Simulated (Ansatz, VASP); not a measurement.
**Al: VASP beside Ansatz**

The input INCAR:

```
  ALGO = Normal
  DIPOL = 0.5 0.5 0.289
  EDIFF = 1E-6
  ENCUT = 520
  GGA = PE
  IDIPOL = 3
  ISIF = 2
  ISMEAR = 0
  LASPH = T
  LCHARG = T
  LDIPOL = T
  LELF = T
  LREAL = F
  LVACPOTAV = T
  LVHAR = T
  LWAVE = F
  NBANDS = 14
  NELM = 80
  PREC = Accurate
  SIGMA = 0.1
```

The input KPOINTS:

```
k-points
0
Gamma
  9 7 1
```

The input POSCAR:

```
Al
1.0
    2.8567582918      0.0000000000      0.0000000000
    0.0000000000      4.0400663207      0.0000000000
    0.0000000000      0.0000000000     21.2432786975
Al
4
Direct
    0.5000000000      0.5000000000      0.1882948511
    0.0000000000      0.0000000000      0.2555339608
    0.5000000000      0.5000000000      0.3248649542
    0.0000000000      0.0000000000      0.3880417338
```

Input for Ansatz:

```yaml
crystal:
  lattice:
    - [2.8567582918, 0.0, 0.0]
    - [0.0, 4.0400663207, 0.0]
    - [0.0, 0.0, 21.2432786975]
  atoms:
    - { symbol: Al, position: [0.5, 0.5, 0.1882948511] }
    - { symbol: Al, position: [0.0, 0.0, 0.2555339608] }
    - { symbol: Al, position: [0.5, 0.5, 0.3248649542] }
    - { symbol: Al, position: [0.0, 0.0, 0.3880417338] }
basis:
  ecutwfc: 420
kpoints:
  mp_grid: { grid: [9, 7, 1] }
hamiltonian:
  xc: pbe
  pseudopotentials: { kind: paw, azcp: { folder: soft_1 } }
scf:
  occupations: { method: gaussian, width: 0.1 }
output:
  forces: true
  eigenvalues: true
efield:
  axis: 3
  dipole_correction: true
  ramp_width: 0.04
```

Alike in both runs: task single point; functional PBE; k mesh 9 × 7 × 1; occupations gaussian, width 0.1 eV; no spin polarisation.

```csv
,VASP,Ansatz
version,VASP 6.6.1,Ansatz 0.2.0
potentials or method,"VASP PAW PBE potentials, release 64 (Al), cutoff 520 eV","scalar-relativistic, plane waves, PAW"
valence electrons in the cell,12,12
```

```csv
,VASP,Ansatz,Ansatz less VASP
gap on the k mesh at the Fermi level (eV),none,none,-
rms of the force components (eV/Å),0.076,0.075,-0.0005
"work function, face that differs most (eV)",4.10,4.10,-0.002
```

Atom by atom the forces differ by 0.001 eV/Å (rms over components). A gap of «none» marks a metal or a gap that the smearing closes.
